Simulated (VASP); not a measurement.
# Cu (Cmcm) in VASP: notebook

Cu is run at these levels: PBEsol; tasks: single point.

Everything below comes from runs of VASP 6.6.1. Logs are shortened: lines on timing, memory, paths and dates and some standing lists are left out, and cuts for length are marked.

### Step 1. The cell of the first run

The structure is orthorhombic, space group Cmcm (No. 63). The conventional cell has a = 2.437 Å, b = 7.953 Å, c = 2.475 Å, α = 90.00°, β = 90.00°, γ = 90.00°. Within 3.2 Å of Cu (site symmetry m2m) lie 10 Cu at 2.44 to 2.54 Å.

### Step 2. Single point, PBEsol

The input, INCAR:

```
SYSTEM = Cu
ALGO = Normal ; EDIFF = 1E-6
ENCUT = 520 ; GGA = PS
ISIF = 2 ; ISMEAR = 1
LASPH = .TRUE. ; LCHARG = .TRUE.
LELF = .TRUE. ; LREAL = .FALSE.
LVHAR = .TRUE. ; LWAVE = .FALSE.
NBANDS = 18 ; NELM = 100
PREC = Accurate ; SIGMA = 0.25
```

The input, KPOINTS:

```
k-points
0
G
  14 14 13
  0 0 0
```

The input, POSCAR:

```
Cu
1.0
    1.2184640000     -3.9763780000      0.0000000000
    1.2184640000      3.9763780000      0.0000000000
    0.0000000000      0.0000000000      2.4754960000
Cu
2
Direct
    0.1338670000      0.8661330000      0.2500000000
    0.8661330000      0.1338670000      0.7500000000
```

Potentials or basis: VASP PAW PBE potentials, release 64 (Cu).

The run is started by

```sh
cat potpaw_PBE.64/Cu/POTCAR > POTCAR
mpirun -np 1 vasp_std > vasp.out
```

OUTCAR:

```text
SYSTEM = Cu
   EDIFF = 1E-6
   ENCUT = 520
   GGA = PS
   ISIF = 2
   ISMEAR = 1
   LASPH = .TRUE.
   LREAL = .FALSE.
   NELM = 100
   PREC = Accurate

 ion  position               nearest neighbor table
   1  0.134  0.866  0.250-   2 2.46   2 2.46   2 2.54   2 2.54   2 2.54   2 2.54
   2  0.866  0.134  0.750-   1 2.46   1 2.46   1 2.54   1 2.54   1 2.54   1 2.54

  LATTYP: Found a base centered orthorhombic cell.
 ALAT       =     2.4369280000
 B/A-ratio  =     3.2634349476
 C/A-ratio  =     1.0158264832

  Lattice vectors:

 A1 = (   1.2184640000,  -3.9763780000,   0.0000000000)
 A2 = (   1.2184640000,   3.9763780000,   0.0000000000)
 A3 = (   0.0000000000,   0.0000000000,   2.4754960000)

Analysis of symmetry for initial positions (statically):
=====================================================================
 Subroutine PRICEL returns:
 Original cell was already a primitive cell.

 Routine SETGRP: Setting up the symmetry group for a
 base centered orthorhombic supercell.

 Subroutine GETGRP returns: Found  8 space group operations
 (whereof  4 operations were pure point group operations)
 out of a pool of  8 trial point group operations.

The static configuration has the point symmetry C_2h.
 The point group associated with its full space group is D_2h.

Analysis of symmetry for dynamics (positions and initial velocities):
=====================================================================
 Subroutine PRICEL returns:
 Original cell was already a primitive cell.

 Routine SETGRP: Setting up the symmetry group for a
 base centered orthorhombic supercell.

 Subroutine GETGRP returns: Found  8 space group operations
 (whereof  4 operations were pure point group operations)
 out of a pool of  8 trial point group operations.

The dynamic configuration has the point symmetry C_2h.
 The point group associated with its full space group is D_2h.

 Subroutine INISYM returns: Found  8 space group operations
 (whereof  4 operations are pure point group operations),
 and found     1 'primitive' translations

----------------------------------------------------------------------------------------

                                     Primitive cell

  volume of cell :      23.9879

[... 71 lines left out ...]
   number of dos      NEDOS =    301   number of ions     NIONS =      2
   total plane-waves  NPLWV =  18432
   dimension x,y,z NGX =    32 NGY =   32 NGZ =   18
   dimension x,y,z NGXF=    64 NGYF=   64 NGZF=   36
   ions per type =               2
   NGX,Y,Z   is equivalent  to a cutoff of  12.79, 12.79, 12.09 a.u.
   NGXF,Y,Z  is equivalent  to a cutoff of  25.58, 25.58, 24.18 a.u.
 SYSTEM =  Cu
   PREC   = accura    normal or accurate (medium, high low for compatibility)
   ISTART =      0    job   : 0-new  1-cont  2-samecut
   ICHARG =      2    charge: 1-file 2-atom 10-const
   ISPIN  =      1    spin polarized calculation?
   LNONCOLLINEAR =      F non collinear calculations
   LSORBIT =      F    spin-orbit coupling
   LASPH  =      T    aspherical Exc in radial PAW
   ENCUT  =  520.0 eV  38.22 Ry    6.18 a.u.   7.73  7.73  4.60*2*pi/ulx,y,z
   NELM   =    100;   NELMIN=  2; NELMDL= -5     # of ELM steps
   EDIFF  = 0.1E-05   stopping-criterion for ELM
   LREAL  =      F    real-space projection
[... 7 lines left out ...]
   TEBEG  =    0.0;   TEEND  =   0.0 temperature during run
   PSTRESS=    0.0 pullay stress
   NELECT =      22.0000    total number of electrons
   NUPDOWN=      -1.0000    fix difference up-down
   EMIN   =  10.00;   EMAX   =-10.00  energy-range for DOS
   EFERMI =   0.00;   METHOD = LEGACY
   ISMEAR =     1;   SIGMA  =   0.25  broadening in eV -4-tet -1-fermi 0-gaus
   EFERMI_NEDOS =   21; number of points for ismear=-14 and -15
   IALGO  =     38    algorithm
   IMIX   =      4    mixing-type and parameters
     AMIX     =   0.40;   BMIX     =  1.00
     AMIX_MAG =   1.60;   BMIX_MAG =  1.00
  volume/ion in A,a.u.               =      11.99        80.94
  Fermi-wavevector in a.u.,A,eV,Ry     =   1.590565  3.005733 34.421356  2.529898
  Thomas-Fermi vector in A             =   2.689241
   LORBIT       =      0    0 simple, 1 ext, 2 COOP (PROOUT), +10 PAW based schemes
   GGA     = PS    functional components
   LHFCALC =     F    Hartree Fock is set to
   AEXX    =    0.0000 exact exchange contribution
   IVDW    =     0    specifies the selected vdW correction
   LEPSILON=     F    determine dielectric tensor
   LRPA    =     F    only Hartree local field effects (RPA)
 non-spin polarized calculation
 Methfessel and Paxton  Order N= 1 SIGMA  =   0.25
  energy-cutoff  :      520.00
  volume of cell :       23.99
 maximum number of plane-waves:       672
   NGX = 15   NGY = 15   NGZ =  9

 number of electron      21.9999988 magnetization

 Free energy of the ion-electron system (eV)
  ---------------------------------------------------
  ext. energy  EPLUGINS =         0.00000000
  ---------------------------------------------------
  free energy    TOTEN  =        -8.30354832 eV

  energy without entropy =       -8.30459629  energy(sigma->0) =       -8.30389764

 E-fermi :   7.1804     XC(G=0): -12.7833

 val. band max:        7.1797104219   @ k =  -0.4286   0.1429   0.0000
 cond. band min:       7.1874869102   @ k =   0.5000   0.2143   0.1538
 fundamental gap:      0.0077764883
 Fermi energy:         7.1804256641

 k-point     1 :       0.0000    0.0000    0.0000
  band No.  band energies     occupation
      1      -2.0680      2.00000
      2       2.2424      2.00000
      3       3.0024      2.00000
      4       3.4831      2.00000
      5       4.1951      2.00000
      6       4.4595      2.00000
[... 481 lines left out ...]
      5       4.2368      2.00000
      6       4.3652      2.00000
[... 10 lines left out ...]
     17      27.7569      0.00000
     18      29.0858      0.00000

 [... further k-points ...]
[... 5 lines left out ...]
  --------------------------------------------------------------------------------------
  -------------------------------------------------------------------------------------
  Total       -0.1215735     -0.1757902     -0.0681233      0.0000000      0.0000000      0.0000000
  in kB       -8.1200178    -11.7412043     -4.5500241      0.0000000      0.0000000      0.0000000
  external PRESSURE =      -8.1370821 kB  Pullay stress =       0.0000000 kB

 VOLUME and BASIS-vectors are now :
 -----------------------------------------------------------------------------
  energy-cutoff  :      520.00
  volume of cell :       23.99
      direct lattice vectors                 reciprocal lattice vectors
     1.218464000 -3.976378000  0.000000000     0.410352706 -0.125742573  0.000000000
     1.218464000  3.976378000  0.000000000     0.410352706  0.125742573  0.000000000
     0.000000000  0.000000000  2.475496000     0.000000000  0.000000000  0.403959449

 POSITION                                       TOTAL-FORCE (eV/Angst)
 -----------------------------------------------------------------------------------
      1.21846      2.91177      0.61887         0.000000     -0.004163     -0.000000
      1.21846     -2.91177      1.85662         0.000000      0.004163      0.000000
 -----------------------------------------------------------------------------------
    total drift:                                0.000000     -0.000000      0.000000

  FREE ENERGIE OF THE ION-ELECTRON SYSTEM (eV)
  ---------------------------------------------------
  free  energy   TOTEN  =        -8.3035483172 eV

  energy  without entropy=       -8.3045962939  energy(sigma->0) =       -8.30389764
```

It took 1.8 min on 1 thread of Intel Xeon Platinum 8259CL at 2.50GHz (Skylake/Cascade Lake), shared host; peak memory 0.26 GiB.

Results:

```
Free energy            : -8.3035 eV
Pressure               : -0.8 GPa
Largest force          : 0.004 eV/Å
Band gap on the k mesh : zero (band 11 reaches 10.84 eV, above the bottom of band 12 at 5.58 eV)
```

Forces on the atoms (eV/Å):
```
Cu   0.000 -0.004  0.000
Cu   0.000  0.004  0.000
```

Caveat: the PAW data sets were made with another functional, which shifts forces and pressure a little.

### Step 3. Single point, PBEsol

The input, INCAR:

```
SYSTEM = Cu
PREC = Accurate ; ENCUT = 520
EDIFF = 1E-7 ; ISMEAR = 1
SIGMA = 0.15 ; LREAL = .FALSE.
LASPH = .TRUE. ; NELM = 100
ALGO = Normal ; ISIF = 2
LWAVE = .FALSE. ; LCHARG = .FALSE.
GGA = PS ; NBANDS = 18
```

The input, KPOINTS:

```
Automatic mesh
0
G
  14 14 13
  0 0 0
```

POSCAR is that of step 2.

Potentials or basis: VASP PAW PBE potentials, release 64 (Cu).

The run is started by

```sh
cat potpaw_PBE.64/Cu/POTCAR > POTCAR
mpirun -np 1 vasp_std > vasp.out
```

It took 1.9 min on 1 thread of Intel Xeon Platinum 8259CL at 2.50GHz (Skylake/Cascade Lake), shared host; peak memory 0.26 GiB.

Results (log left out):

```yaml
Free_energy: -8.3037 eV
Pressure: -0.8 GPa
Largest_force: 0.006 eV/Å
Band_gap_on_the_k_mesh: zero (band 11 reaches 10.84 eV, above the bottom of band 12 at 5.58 eV)
```

Forces in eV/Å, atoms in the order of the input:
```
Cu   0.000 -0.006  0.000
Cu   0.000  0.006  0.000
```

Stress tensor (GPa, compression positive):
```
-0.88  0.00  0.00
 0.00 -1.15  0.00
 0.00  0.00 -0.43
```

Levels at points of the mesh, in eV from the Fermi level:
| k point | band 7 | band 8 | band 9 | band 10 | band 11 | band 12 | band 13 | band 14 | band 15 | band 16 |
| --- | --- | --- | --- | --- | --- | --- | --- | --- | --- | --- |
| (0.00, 0.00, 0.00) | -2.30 | -1.99 | -1.79 | -1.65 | -1.41 | -0.06 | 4.81 | 14.74 | 18.39 | 19.27 |
| (0.50, 0.00, 0.00) | -2.66 | -2.46 | -2.08 | -1.62 | -0.46 | 1.30 | 2.53 | 6.89 | 12.89 | 15.69 |
| (0.50, 0.50, 0.00) | -2.55 | -2.27 | -2.25 | -1.88 | -1.56 | -1.49 | 13.62 | 15.29 | 15.56 | 17.62 |

Caveat: the PAW data sets were made with another functional, which shifts forces and pressure a little.

### Step 4. Single point, PBEsol

The input, INCAR:

```
  PREC = Accurate
  ENCUT = 520
  EDIFF = 1E-6
  ISMEAR = 1
  SIGMA = 0.1
  LREAL = False
  LASPH = True
  NELM = 100
  ALGO = Normal
  ISIF = 2
  LWAVE = False
  LCHARG = False
  GGA = PS
  NBANDS = 18
```

The input, KPOINTS:

```
regular mesh
0
Gamma
  14 14 13
```

POSCAR is that of step 3.

Potentials or basis: VASP PAW PBE potentials, release 64 (Cu).

The run is started by

```sh
cat potpaw_PBE.64/Cu/POTCAR > POTCAR
mpirun -np 1 vasp_std > vasp.out
```

OUTCAR:

```text
PREC = Accurate
   ENCUT = 520
   EDIFF = 1E-6
   ISMEAR = 1
   LREAL = False
   LASPH = True
   NELM = 100
   ISIF = 2
   GGA = PS

 ion  position               nearest neighbor table
   1  0.134  0.866  0.250-   2 2.46   2 2.46   2 2.54   2 2.54   2 2.54   2 2.54
   2  0.866  0.134  0.750-   1 2.46   1 2.46   1 2.54   1 2.54   1 2.54   1 2.54

  LATTYP: Found a base centered orthorhombic cell.
 ALAT       =     2.4369280000
 B/A-ratio  =     3.2634349476
 C/A-ratio  =     1.0158264832

  Lattice vectors:

 A1 = (   1.2184640000,  -3.9763780000,   0.0000000000)
 A2 = (   1.2184640000,   3.9763780000,   0.0000000000)
 A3 = (   0.0000000000,   0.0000000000,   2.4754960000)

Analysis of symmetry for initial positions (statically):
=====================================================================
 Subroutine PRICEL returns:
 Original cell was already a primitive cell.

 Routine SETGRP: Setting up the symmetry group for a
 base centered orthorhombic supercell.

 Subroutine GETGRP returns: Found  8 space group operations
 (whereof  4 operations were pure point group operations)
 out of a pool of  8 trial point group operations.

The static configuration has the point symmetry C_2h.
[... 162 lines left out ...]

 E-fermi :   7.1812     XC(G=0): -12.7833

 val. band max:        7.1797423302   @ k =  -0.4286   0.1429   0.0000
 cond. band min:       7.1875776494   @ k =   0.5000   0.2143   0.1538
 fundamental gap:      0.0078353192
 Fermi energy:         7.1812113310

 k-point     1 :       0.0000    0.0000    0.0000
  band No.  band energies     occupation
      1      -2.0679      2.00000
      2       2.2428      2.00000
      3       3.0019      2.00000
      4       3.4827      2.00000
      5       4.1955      2.00000
      6       4.4599      2.00000
[... 481 lines left out ...]
      5       4.2372      2.00000
      6       4.3654      2.00000
[... 10 lines left out ...]
     17      27.7571      0.00000
     18      29.0856      0.00000

 [... further k-points ...]

------------------------ aborting loop because EDIFF is reached ----------------------------------------

  FORCE on cell =-STRESS in cart. coord.  units (eV):
  Direction    XX          YY          ZZ          XY          YZ          ZX
  --------------------------------------------------------------------------------------
  -------------------------------------------------------------------------------------
  Total       -0.1289106     -0.1686625     -0.0600696      0.0000000     -0.0000000      0.0000000
  in kB       -8.6100686    -11.2651355     -4.0121094      0.0000000     -0.0000000      0.0000000
  external PRESSURE =      -7.9624378 kB  Pullay stress =       0.0000000 kB

 VOLUME and BASIS-vectors are now :
 -----------------------------------------------------------------------------
  energy-cutoff  :      520.00
  volume of cell :       23.99
      direct lattice vectors                 reciprocal lattice vectors
     1.218464000 -3.976378000  0.000000000     0.410352706 -0.125742573  0.000000000
     1.218464000  3.976378000  0.000000000     0.410352706  0.125742573  0.000000000
     0.000000000  0.000000000  2.475496000     0.000000000  0.000000000  0.403959449

 POSITION                                       TOTAL-FORCE (eV/Angst)
 -----------------------------------------------------------------------------------
      1.21846      2.91177      0.61887         0.000000     -0.005564     -0.000000
      1.21846     -2.91177      1.85662         0.000000      0.005564      0.000000
 -----------------------------------------------------------------------------------
    total drift:                                0.000000     -0.000000      0.000000

  FREE ENERGIE OF THE ION-ELECTRON SYSTEM (eV)
  ---------------------------------------------------
  free  energy   TOTEN  =        -8.3035558945 eV

  energy  without entropy=       -8.3032220903  energy(sigma->0) =       -8.30344463
```

It took 1.7 min on 1 thread of Intel Xeon Platinum 8259CL at 2.50GHz (Skylake/Cascade Lake), shared host; peak memory 0.26 GiB.

What came out:

- Free energy: -8.3036 eV
- Pressure: -0.8 GPa
- Largest force: 0.006 eV/Å
- Band gap on the k mesh: zero (band 11 reaches 10.84 eV, above the bottom of band 12 at 5.58 eV)

Forces in eV/Å, atoms in the order of the input:
```
Cu   0.000 -0.006  0.000
Cu   0.000  0.006  0.000
```

Stress tensor (GPa, compression positive):
```
-0.86  0.00  0.00
 0.00 -1.13  0.00
 0.00  0.00 -0.40
```

Levels at points of the mesh, in eV from the Fermi level:
```csv
k point,band 7,band 8,band 9,band 10,band 11,band 12,band 13,band 14,band 15,band 16
"(0.00, 0.00, 0.00)",-2.30,-1.99,-1.79,-1.65,-1.40,-0.06,4.82,14.74,18.40,19.27
"(0.50, 0.00, 0.00)",-2.66,-2.46,-2.08,-1.62,-0.45,1.30,2.53,6.89,12.90,15.69
"(0.50, 0.50, 0.00)",-2.55,-2.27,-2.25,-1.88,-1.56,-1.49,13.62,15.29,15.56,17.62
```

Caveat: the PAW data sets were made with another functional, which shifts forces and pressure a little.

[end of part 1 of 2]
